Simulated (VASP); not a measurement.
# CaTeI3 (P6mm) in VASP: a series of runs

Runs on CaTeI3. Level: PBE. Tasks: single point, relaxation of cell and atoms.

Everything below comes from runs of VASP 6.6.1. Logs are shortened: lines on timing, memory, paths and dates and some standing lists are left out, and cuts for length are marked.

### Step 1. The cell of the first run

The structure is hexagonal, space group P6mm (No. 183). The conventional cell has a = 5.875 Å, b = 5.875 Å, c = 9.191 Å, α = 90.00°, β = 90.00°, γ = 120.00°. Ca (site symmetry 6mm) has 1 Te at 3.19 Å and 7 I at 3.31 to 3.39 Å within 4.2 Å. Within 3.5 Å of Te (site symmetry 6mm) lie 1 I at 2.69 Å and 1 Ca at 3.19 Å. Within 3.5 Å of I (site symmetry 6mm) lie 1 Te at 2.69 Å and 1 Ca at 3.31 Å. I (site symmetry 3m) has 3 I at 3.39 Å and 3 Ca at 3.39 Å within 4.5 Å.

The cell was built from a structure type or drawn by symmetry, and may not be a known phase.

### Step 2. Single point, PBE

INCAR reads:

```
  PREC = Accurate
  ENCUT = 520
  EDIFF = 1E-6
  ISMEAR = 0
  SIGMA = 0.1
  LREAL = False
  LASPH = True
  NELM = 80
  ALGO = Normal
  ISIF = 2
  LWAVE = False
  LCHARG = False
  GGA = PE
  NBANDS = 26
```

KPOINTS reads:

```
Automatic mesh
0
Gamma
  6 6 2
```

POSCAR reads:

```
CaTeI3
1.0
    5.8753334010     -0.0000000031      0.0000000000
   -2.9376666979      5.0881879825      0.0000000000
    0.0000000000      0.0000000000      9.1914851833
Ca Te I
1 1 3
Direct
    0.0000000000      0.0000000000      0.1475996631
    0.0000000000      0.0000000000      0.8004950208
    0.0000000000      0.0000000000      0.5081067429
    0.3333333333      0.6666666667      0.1528472266
    0.6666666667      0.3333333333      0.1528472266
```

Potentials or basis: VASP PAW PBE potentials, release 64 (Ca_sv, Te, I).

Launch:

```
> cat potpaw_PBE.64/Ca_sv/POTCAR potpaw_PBE.64/Te/POTCAR potpaw_PBE.64/I/POTCAR > POTCAR
> mpirun -np 1 vasp_std > vasp.out
```

OUTCAR:

```text
PREC = Accurate
   ENCUT = 520
   EDIFF = 1E-6
   ISMEAR = 0
   LREAL = False
   LASPH = True
   NELM = 80
   ISIF = 2
   GGA = PE

 ion  position               nearest neighbor table
   1  0.000  0.000  0.148-   2 3.19   3 3.31
   2  0.000  0.000  0.800-   3 2.69   1 3.19
   3  0.000  0.000  0.508-   2 2.69   1 3.31
   4  0.333  0.667  0.153-   5 3.39   5 3.39   5 3.39
   5  0.667  0.333  0.153-   4 3.39   4 3.39   4 3.39

  LATTYP: Found a hexagonal cell.
 ALAT       =     5.8753334010
 C/A-ratio  =     1.5644193369

  Lattice vectors:

 A1 = (   5.8753334010,  -0.0000000031,   0.0000000000)
 A2 = (  -2.9376666979,   5.0881879825,   0.0000000000)
 A3 = (   0.0000000000,   0.0000000000,   9.1914851833)

Analysis of symmetry for initial positions (statically):
=====================================================================
 Subroutine PRICEL returns:
 Original cell was already a primitive cell.

 Routine SETGRP: Setting up the symmetry group for a
 hexagonal supercell.

 Subroutine GETGRP returns: Found 12 space group operations
 (whereof 12 operations were pure point group operations)
 out of a pool of 24 trial point group operations.

The static configuration has the point symmetry C_6v.

Analysis of symmetry for dynamics (positions and initial velocities):
=====================================================================
 Subroutine PRICEL returns:
 Original cell was already a primitive cell.

 Routine SETGRP: Setting up the symmetry group for a
 hexagonal supercell.

 Subroutine GETGRP returns: Found 12 space group operations
 (whereof 12 operations were pure point group operations)
 out of a pool of 24 trial point group operations.

The dynamic configuration has the point symmetry C_6v.

 Subroutine INISYM returns: Found 12 space group operations
 (whereof 12 operations are pure point group operations),
 and found     1 'primitive' translations

----------------------------------------------------------------------------------------

                                     Primitive cell

  volume of cell :     274.7776

  direct lattice vectors                    reciprocal lattice vectors
     5.875333401 -0.000000003  0.000000000     0.170203107  0.098266810  0.000000000
    -2.937666698  5.088187983  0.000000000     0.000000000  0.196533619  0.000000000
     0.000000000  0.000000000  9.191485183     0.000000000  0.000000000  0.108796346

  length of vectors
     5.875333401  5.875333401  9.191485183     0.196533619  0.196533619  0.108796346

  position of ions in fractional coordinates (direct lattice)
     0.000000000  0.000000000  0.147599663
     0.000000000  0.000000000  0.800495021
     0.000000000  0.000000000  0.508106743
     0.333333333  0.666666667  0.152847227
     0.666666667  0.333333333  0.152847227

  ion indices of the primitive-cell ions
   primitive index   ion index
                 1           1
                 2           2
                 3           3
                 4           4
                 5           5

----------------------------------------------------------------------------------------

 KPOINTS: Automatic mesh

Automatic generation of k-mesh.
 Grid dimensions read from file:
 generate k-points for:    6    6    2

 Generating k-lattice:

  Cartesian coordinates                     Fractional coordinates (reciprocal lattice)
     0.028367185  0.016377802  0.000000000     0.166666667  0.000000000  0.000000000
     0.000000000  0.032755603  0.000000000     0.000000000  0.166666667  0.000000000
     0.000000000  0.000000000  0.054398173     0.000000000  0.000000000  0.500000000

  Length of vectors
     0.032755603  0.032755603  0.054398173

  Shift w.r.t. Gamma in fractional coordinates (k-lattice)
     0.000000000  0.000000000  0.000000000

 Subroutine IBZKPT returns following result:
 ===========================================

 Found     14 irreducible k-points:

 Following reciprocal coordinates:
            Coordinates               Weight
  0.000000  0.000000  0.000000      1.000000
[... 46 lines left out ...]
 fundamental gap:      0.0211312154
 Fermi energy:         0.5654739010

 k-point     1 :       0.0000    0.0000    0.0000
  band No.  band energies     occupation
      1     -41.0613      2.00000
      2     -22.1690      2.00000
      3     -21.9753      2.00000
      4     -21.9753      2.00000
      5     -12.4610      2.00000
      6     -12.0847      2.00000
[... 18 lines left out ...]
     25       4.6041      0.00000
     26       4.9939      0.00000

 k-point     2 :       0.1667    0.0000    0.0000
  band No.  band energies     occupation
      1     -41.0613      2.00000
      2     -22.1690      2.00000
      3     -21.9761      2.00000
      4     -21.9754      2.00000
      5     -12.4552      2.00000
      6     -12.0081      2.00000
[... 18 lines left out ...]
     25       4.8911      0.00000
     26       4.9532      0.00000

 k-point     3 :       0.3333    0.0000    0.0000
  band No.  band energies     occupation
      1     -41.0612      2.00000
      2     -22.1689      2.00000
      3     -21.9779      2.00000
      4     -21.9757      2.00000
      5     -12.4461      2.00000
      6     -11.8009      2.00000
[... 18 lines left out ...]
     25       4.9075      0.00000
     26       5.2323      0.00000

 k-point     4 :       0.5000    0.0000    0.0000
  band No.  band energies     occupation
      1     -41.0612      2.00000
      2     -22.1689      2.00000
      3     -21.9788      2.00000
      4     -21.9759      2.00000
      5     -12.4424      2.00000
      6     -11.6227      2.00000
[... 18 lines left out ...]
     25       4.9191      0.00000
     26       5.2624      0.00000
[... 206 lines left out ...]
      1     -41.0613      2.00000
      2     -22.1689      2.00000
      3     -21.9773      2.00000
      4     -21.9758      2.00000
      5     -12.4399      2.00000
      6     -11.8677      2.00000
[... 18 lines left out ...]
     25       5.0357      0.00000
     26       5.7445      0.00000

 k-point    13 :       0.3333    0.1667    0.5000
  band No.  band energies     occupation
      1     -41.0612      2.00000
      2     -22.1689      2.00000
      3     -21.9783      2.00000
      4     -21.9764      2.00000
      5     -12.4360      2.00000
      6     -11.6314      2.00000
[... 18 lines left out ...]
     25       4.6335      0.00000
     26       5.8810      0.00000

 k-point    14 :       0.3333    0.3333    0.5000
  band No.  band energies     occupation
      1     -41.0612      2.00000
      2     -22.1689      2.00000
      3     -21.9776      2.00000
      4     -21.9776      2.00000
      5     -12.4349      2.00000
      6     -11.3984      2.00000
[... 18 lines left out ...]
     25       4.1914      0.00000
     26       5.6035      0.00000

------------------------ aborting loop because EDIFF is reached ----------------------------------------

  FORCE on cell =-STRESS in cart. coord.  units (eV):
  Direction    XX          YY          ZZ          XY          YZ          ZX
  --------------------------------------------------------------------------------------
  -------------------------------------------------------------------------------------
  Total       -0.0033138     -0.0033138      0.1196353      0.0000000     -0.0000000      0.0000000
  in kB       -0.0193224     -0.0193224      0.6975713      0.0000000     -0.0000000      0.0000000
  external PRESSURE =       0.2196421 kB  Pullay stress =       0.0000000 kB

 VOLUME and BASIS-vectors are now :
 -----------------------------------------------------------------------------
  energy-cutoff  :      520.00
  volume of cell :      274.78
      direct lattice vectors                 reciprocal lattice vectors
     5.875333401 -0.000000003  0.000000000     0.170203107  0.098266810  0.000000000
    -2.937666698  5.088187983  0.000000000     0.000000000  0.196533619  0.000000000
     0.000000000  0.000000000  9.191485183     0.000000000  0.000000000  0.108796346

 POSITION                                       TOTAL-FORCE (eV/Angst)
 -----------------------------------------------------------------------------------
      0.00000      0.00000      1.35666         0.000000      0.000000     -0.010619
      0.00000      0.00000      7.35774        -0.000000     -0.000000     -0.008891
      0.00000      0.00000      4.67026         0.000000      0.000000      0.028466
      0.00000      3.39213      1.40489         0.000000     -0.000000     -0.004478
      2.93767      1.69606      1.40489        -0.000000      0.000000     -0.004478
 -----------------------------------------------------------------------------------
    total drift:                               -0.000000     -0.000000     -0.000124

  FREE ENERGIE OF THE ION-ELECTRON SYSTEM (eV)
  ---------------------------------------------------
  free  energy   TOTEN  =       -11.4647186946 eV

  energy  without entropy=      -11.4119718959  energy(sigma->0) =      -11.43834530
```

Wall time 2.6 min (1 thread of Intel Xeon 6975P-C (Granite Rapids), shared host); peak memory 0.45 GiB.

What came out:

- Free energy: -11.4647 eV
- Pressure: 0.0 GPa
- Largest force: 0.028 eV/Å
- Band gap on the k mesh: zero (an odd number of electrons rules out a gap without spin polarisation)

Forces in eV/Å, atoms in the order of the input:
```
Ca   0.000  0.000 -0.011
Te   0.000  0.000 -0.009
I    0.000  0.000  0.028
I    0.000  0.000 -0.004
I    0.000  0.000 -0.004
```

Caveat: spin-orbit coupling is left out, which moves the levels of the heavy elements; an odd number of electrons without spin polarisation forces a metal; a magnetic or distorted state may lie lower.

### Step 3. Relaxation of cell and atoms, PBE

This run uses another cell than the first one, of 40.11 Å³/atom.

INCAR reads:

```
SYSTEM = CaTeI3
ALGO = Normal
EDIFF = 1E-7
EDIFFG = -0.04
ENCUT = 600
GGA = PE
IBRION = 2
ISIF = 3
ISMEAR = 0
LASPH = .TRUE.
LCHARG = .FALSE.
LREAL = .FALSE.
LWAVE = .FALSE.
NELM = 100
NSW = 90
PREC = Accurate
SIGMA = 0.1
```

KPOINTS reads:

```
k-points
0
G
  6 6 2
  0 0 0
```

POSCAR reads:

```
CaTeI3
1.0
    5.5566468100      0.0000000000      0.0000000000
   -2.7783234000      4.8121973000      0.0000000000
    0.0000000000      0.0000000000      7.5003499000
Ca Te I
1 1 3
Direct
    0.0000000000      0.0000000000      0.1353300700
    0.0000000000      0.0000000000      0.7879941100
    0.0000000000      0.0000000000      0.4321466400
    0.3333333300      0.6666666700      0.2032125300
    0.6666666700      0.3333333300      0.2032125300
```

Potentials or basis: VASP PAW PBE potentials, release 64 (Ca_sv, Te, I).

Launch:

```
> cat potpaw_PBE.64/Ca_sv/POTCAR potpaw_PBE.64/Te/POTCAR potpaw_PBE.64/I/POTCAR > POTCAR
> mpirun -np 1 vasp_std > vasp.out
```

Run time: 47 min. Hardware: 1 thread of Intel Xeon 6975P-C (Granite Rapids), shared host; peak memory 0.44 GiB.

Results (log left out):

- Free energy: -11.4607 eV
- Relaxed volume: 55.15 Å³/atom
- Relaxed cell: a = 5.874 Å, b = 5.874 Å, c = 9.228 Å, α = 90.00°, β = 90.00°, γ = 120.00°
- Space group after relaxing (to 0.1 Å): P6mm (No. 183)
- Energy gained by relaxing: 784.3 meV/atom
- Ionic steps: 30
- Pressure after relaxing: 0.0 GPa
- Largest force after relaxing: 0.039 eV/Å
- Band gap on the k mesh: zero (an odd number of electrons rules out a gap without spin polarisation)

Forces in eV/Å, atoms in the order of the input:
```
Ca   0.000  0.000 -0.039
Te   0.000  0.000  0.018
I    0.000  0.000  0.002
I    0.000  0.000  0.010
I    0.000  0.000  0.010
```

The path:
```tsv
step	energy change (eV)	largest force (eV/Å)	pressure (GPa)	volume (Å³)
1	0.0000	10.2748	11.64	200.56
2	-3.6293	0.3691	-0.77	293.91
3	-3.6147	0.5591	1.03	252.04
4	-3.6842	0.4448	-0.19	276.81
5	-3.6876	0.4665	-0.04	272.69
6	-3.7091	0.3922	-0.05	272.35
7	-3.7507	0.3339	-0.01	271.26
8	-3.7467	0.5844	0.33	268.84
9	-3.7631	0.4550	0.11	270.17
10	-3.7773	0.3303	0.18	270.36
11	-3.8063	0.3760	0.38	270.96
12	-3.7932	1.4140	0.89	272.13
13	-3.8133	0.6965	0.55	271.37
14	-3.8327	0.6082	0.41	274.09
15	-3.8721	0.3611	0.01	282.37
16	-3.8696	0.1332	-0.67	299.39
17	-3.8844	0.1525	-0.33	290.23
18	-3.8928	0.1182	-0.29	288.86
19	-3.9098	0.0496	-0.17	284.78
20	-3.9112	0.1271	0.06	276.73
21	-3.9157	0.0940	-0.04	280.36
22	-3.9163	0.2641	0.12	278.21
23	-3.9177	0.1124	0.04	279.17
24	-3.9192	0.0836	-0.02	279.51
25	-3.9198	0.0590	-0.07	279.81
26	-3.9198	0.0479	-0.09	279.94
27	-3.9211	0.0413	-0.05	277.84
28	-3.9213	0.0445	-0.02	276.21
29	-3.9213	0.0694	0.06	275.22
30	-3.9215	0.0390	0.01	275.75
```

Final structure:
```
CELL_PARAMETERS angstrom
5.87420 0.00000 0.00000
-2.93710 5.08721 0.00000
0.00000 0.00000 9.22763
ATOMIC_POSITIONS crystal
Ca 0.00000 0.00000 0.15146
Te 0.00000 0.00000 0.80075
I 0.00000 0.00000 0.50950
I 0.33333 0.66667 0.15010
I 0.66667 0.33333 0.15010
```

Levels at points of the mesh, in eV from the Fermi level:
```
           k point  band 16  band 17  band 18  band 19  band 20  band 21  band 22
(0.00, 0.00, 0.00)    -1.02    -0.68    -0.10    -0.10     1.20     3.25     3.30
(0.50, 0.00, 0.00)    -0.93    -0.44    -0.20    -0.07     0.98     3.14     3.18
(0.00, 0.00, 0.50)    -1.14    -0.68     0.10     0.10     0.15     3.04     3.04
(0.50, 0.00, 0.50)    -0.98    -0.44    -0.22    -0.07     0.36     2.88     3.15
```

Caveat: the k points lie up to 0.34 Å⁻¹ apart in the final cell, too coarse for converged energies and pressures of a metal; the volume moved by over 15 % at a fixed basis, so the end points are rough; spin-orbit coupling is left out, which moves the levels of the heavy elements; an odd number of electrons without spin polarisation forces a metal; a magnetic or distorted state may lie lower.

### Step 4. Relaxation of cell and atoms, PBE

INCAR reads:

```
SYSTEM = CaTeI3
  ALGO = Normal
  EDIFF = 1E-7
  EDIFFG = -0.01
  ENCUT = 600
  GGA = PE
  IBRION = 2
  ISIF = 3
  ISMEAR = 0
  LASPH = .True.
  LCHARG = .False.
  LREAL = .False.
  LWAVE = .False.
  NELM = 100
  NSW = 100
  PREC = Accurate
  SIGMA = 0.1
```

KPOINTS reads:

```
k-points
0
Gamma
  6 6 4
  0 0 0
```

POSCAR reads:

```
CaTeI3
1.0
    5.8753334010      0.0000000000      0.0000000000
   -2.9376667005      5.0881879810      0.0000000000
    0.0000000000      0.0000000000      9.1914851833
Ca Te I
1 1 3
Direct
    0.0000000000      0.0000000000      0.1475996631
    0.0000000000      0.0000000000      0.8004950208
    0.0000000000      0.0000000000      0.5081067429
    0.3333333333      0.6666666667      0.1528472266
    0.6666666667      0.3333333333      0.1528472266
```

Launch:

```
> cat potpaw_PBE.64/Ca_sv/POTCAR potpaw_PBE.64/Te/POTCAR potpaw_PBE.64/I/POTCAR > POTCAR
> mpirun -np 1 vasp_std > vasp.out
```

Run time: 55 min. Hardware: 1 thread of Intel Xeon 6975P-C (Granite Rapids), shared host; peak memory 0.6 GiB.

Results (log left out):

| Property | Result |
| --- | --- |
| Free energy | -11.4560 eV |
| Relaxed volume | 55.73 Å³/atom |
| Relaxed cell | a = 5.869 Å, b = 5.869 Å, c = 9.341 Å, α = 90.00°, β = 90.00°, γ = 120.00° |
| Space group after relaxing (to 0.1 Å) | P6mm (No. 183) |
| Energy gained by relaxing | 0.5 meV/atom |
| Ionic steps | 25 |
| Pressure after relaxing | 0.0 GPa |
| Largest force after relaxing | 0.010 eV/Å |
| Band gap on the k mesh | zero (an odd number of electrons rules out a gap without spin polarisation) |

Forces on the atoms (eV/Å):
```
Ca   0.000  0.000 -0.002
Te   0.000  0.000  0.010
I    0.000  0.000 -0.009
I    0.000  0.000  0.001
I    0.000  0.000  0.001
```

The path:
| step | energy change (eV) | largest force (eV/Å) | pressure (GPa) | volume (Å³) |
| --- | --- | --- | --- | --- |
| 1 | 0.0000 | 0.0429 | 0.04 | 274.78 |
| 2 | -0.0005 | 0.0617 | 0.02 | 275.32 |
| 3 | -0.0009 | 0.0890 | -0.01 | 276.12 |
| 4 | -0.0009 | 0.1434 | -0.07 | 277.71 |
| 5 | -0.0011 | 0.1154 | -0.04 | 276.90 |
| 6 | -0.0013 | 0.1014 | -0.04 | 277.04 |
| 7 | -0.0018 | 0.0583 | -0.02 | 277.46 |
| 8 | -0.0020 | 0.0514 | 0.01 | 278.31 |
| 9 | -0.0021 | 0.0213 | 0.00 | 278.03 |
| 10 | -0.0021 | 0.0179 | 0.00 | 277.99 |
| 11 | -0.0021 | 0.0156 | 0.00 | 277.97 |
| 12 | -0.0021 | 0.0148 | 0.00 | 277.96 |
| 13 | -0.0021 | 0.0141 | 0.00 | 277.93 |
| 14 | -0.0021 | 0.0152 | 0.00 | 277.86 |
| 15 | -0.0021 | 0.0272 | 0.01 | 277.71 |
| 16 | -0.0021 | 0.0183 | 0.01 | 277.82 |
| 17 | -0.0022 | 0.0163 | 0.01 | 277.82 |
| 18 | -0.0022 | 0.0114 | 0.01 | 277.84 |
| 19 | -0.0022 | 0.0155 | 0.02 | 277.87 |
| 20 | -0.0023 | 0.0366 | 0.03 | 277.93 |
| 21 | -0.0023 | 0.0346 | 0.03 | 277.99 |
| 22 | -0.0023 | 0.0285 | 0.02 | 278.18 |
| 23 | -0.0024 | 0.0162 | 0.01 | 278.55 |
| 24 | -0.0024 | 0.0126 | 0.00 | 278.66 |
| 25 | -0.0024 | 0.0096 | 0.00 | 278.65 |

Final structure:
```yaml
crystal:
  lattice:
    - [5.86900, 0.00000, 0.00000]
    - [-2.93450, 5.08270, 0.00000]
    - [0.00000, 0.00000, 9.34104]
  atoms:
    - { symbol: Ca, position: [0.00000, 0.00000, 0.14428] }
    - { symbol: Te, position: [0.00000, 0.00000, 0.80039] }
    - { symbol: I, position: [0.00000, 0.00000, 0.51306] }
    - { symbol: I, position: [0.33333, 0.66667, 0.15209] }
    - { symbol: I, position: [0.66667, 0.33333, 0.15209] }
```

Levels at points of the mesh, in eV from the Fermi level:
| k point | band 17 | band 18 | band 19 | band 20 | band 21 | band 22 |
| --- | --- | --- | --- | --- | --- | --- |
| (0.00, 0.00, 0.00) | -0.68 | -0.08 | -0.08 | 1.22 | 3.23 | 3.27 |
| (0.50, 0.00, 0.00) | -0.44 | -0.17 | -0.07 | 1.00 | 3.13 | 3.15 |
| (0.00, 0.00, 0.50) | -0.69 | 0.09 | 0.09 | 0.21 | 3.05 | 3.05 |
| (0.50, 0.00, 0.50) | -0.44 | -0.22 | -0.06 | 0.42 | 2.89 | 3.14 |

Caveat: spin-orbit coupling is left out, which moves the levels of the heavy elements; an odd number of electrons without spin polarisation forces a metal; a magnetic or distorted state may lie lower.

### Step 5. Overview

```csv
task,cell,k mesh,cutoff (eV),gap on the mesh (eV),pressure (GPa),relaxed volume (Å³/atom),largest force (eV/Å)
single point,"a = 5.875, b = 5.875, c = 9.191 Å, angles 90.0, 90.0, 120.0°, 5 atoms, atomic positions A",6 × 6 × 2,520,none,0.0,-,0.03
relaxation of cell and atoms,"relaxed from a = 5.557, b = 5.557, c = 7.500 Å, angles 90.0, 90.0, 120.0°, 5 atoms, atomic positions B",6 × 6 × 2,600,none,0.0,55.15,0.04
relaxation of cell and atoms,"relaxed from a = 5.875, b = 5.875, c = 9.191 Å, angles 90.0, 90.0, 120.0°, 5 atoms, atomic positions A",6 × 6 × 4,600,none,0.0,55.73,0.01
```

Alike in all rows: level PBE; potentials or basis VASP PAW PBE potentials, release 64 (Ca_sv, Te, I); no spin polarisation; smearing gaussian 0.1 eV.

Caveats: some runs use coarse meshes; spin-orbit coupling is left out, which moves the levels of the heavy elements; an odd number of electrons without spin polarisation forces a metal; a magnetic or distorted state may lie lower; the volume moved by over 15 % at a fixed basis, so the end points are rough (at least some runs).

Absolute energies hang on the potentials; compare differences alone.
